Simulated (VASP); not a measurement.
A run of VASP 6.6.1:

The input INCAR:

```
PREC = Accurate
ENCUT = 520
EDIFF = 1E-7
ISMEAR = 0
SIGMA = 0.01
LREAL = F
LASPH = T
NELM = 80
ALGO = Normal
ISIF = 2
LWAVE = F
LCHARG = F
GGA = PE
NBANDS = 16
```

File KPOINTS:

```
Automatic mesh
0
Gamma
  8 8 5
```

Contents of POSCAR:

```
BN
1.0
    2.5360000000      0.0000000000      0.0000000000
   -1.2680000000      2.1962400000      0.0000000000
    0.0000000000      0.0000000000      4.1990000000
B N
2 2
Direct
    0.6666666667      0.3333333333      0.0000000000
    0.3333333333      0.6666666667      0.5000000000
    0.6666666667      0.3333333333      0.3750000000
    0.3333333333      0.6666666667      0.8750000000
```

Potentials or basis: VASP PAW PBE potentials, release 64 (B, N).

The run is started by

```sh
$ cat potpaw_PBE.64/B/POTCAR potpaw_PBE.64/N/POTCAR > POTCAR
$ mpirun -np 1 vasp_std > vasp.out
```

Hardware: 1 thread of AMD EPYC 7R13 (shared host).

Q: How long does it take, and how much memory?

A: Run time: 25 s on 1 thread of AMD EPYC 7R13, with other jobs on the host, peak memory 0.1 GiB. Counts: scf iterations 13, k points 30.
